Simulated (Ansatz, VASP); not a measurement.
# One calculation of CO2, two programs

The input POSCAR:

```
CO2
1.0
   11.0000000000      0.0000000000      0.0000000000
    0.0000000000     11.0000000000      0.0000000000
    0.0000000000      0.0000000000     11.0000000000
C O
1 2
Direct
    0.5000000000      0.5000000000      0.5000000000
    0.5000000000      0.5000000000      0.6054545455
    0.5000000000      0.5000000000      0.3945454545
```

File INCAR.step1:

```
PREC = Accurate ; ENCUT = 520
EDIFF = 1E-5 ; ISMEAR = 0
SIGMA = 0.01 ; LREAL = False
LASPH = True ; NELM = 100
ALGO = Normal ; ISIF = 2
LWAVE = True ; LCHARG = False
GGA = PE ; NBANDS = 15
```

INCAR.step2

```
PREC = Accurate ; ENCUT = 520
EDIFF = 1E-6 ; ISMEAR = 0
SIGMA = 0.01 ; LREAL = False
LASPH = True ; NELM = 100
ALGO = Normal ; ISIF = 2
LWAVE = False ; LCHARG = False
GGA = PE ; LHFCALC = True
AEXX = 0.25 ; PRECFOCK = Normal
ISTART = 1 ; NBANDS = 15
```

The input KPOINTS:

```
regular mesh
0
Gamma
  1 1 1
```

Input for Ansatz:

```yaml
crystal:
  lattice:
    - [11.0, 0.0, 0.0]
    - [0.0, 11.0, 0.0]
    - [0.0, 0.0, 11.0]
  atoms:
    - { symbol: C, position: [0.5, 0.5, 0.5] }
    - { symbol: O, position: [0.5, 0.5, 0.6054545455] }
    - { symbol: O, position: [0.5, 0.5, 0.3945454545] }
scf:
  occupations: { method: fixed }
output:
  forces: true
  stress: false
hamiltonian:
  xc: pbe0
kpoints:
  mp_grid: { grid: [1, 1, 1] }
```

Alike in both runs: task single point; functional PBE0; k mesh 1 × 1 × 1; no spin polarisation.

|  | VASP | Ansatz |
| --- | --- | --- |
| version | VASP 6.6.1 | Ansatz 0.2.0 |
| potentials or method | VASP PAW PBE potentials, release 64 (C, O) | scalar-relativistic, plane waves, PAW |
| plane-wave cutoff (eV) | 520 | 420 |
| occupations | gaussian, width 0.01 eV | fixed |
| valence electrons in the cell | 16 | 16 |

Ansatz gave:

- gap on the k mesh at the Fermi level (eV): 10.20
- rms of the force components (eV/Å): 0.219

Task: Estimate VASP's values.

Result: gap on the k mesh at the Fermi level (eV): 10.22; rms of the force components (eV/Å): 0.181.

Atom by atom the forces differ by 0.400 eV/Å (rms over components). One of these differences is far larger than is usual between the two programs; its cause wasn't traced.

Noted on VASP's run: the standard files for N, O and F lose accuracy on very short bonds.
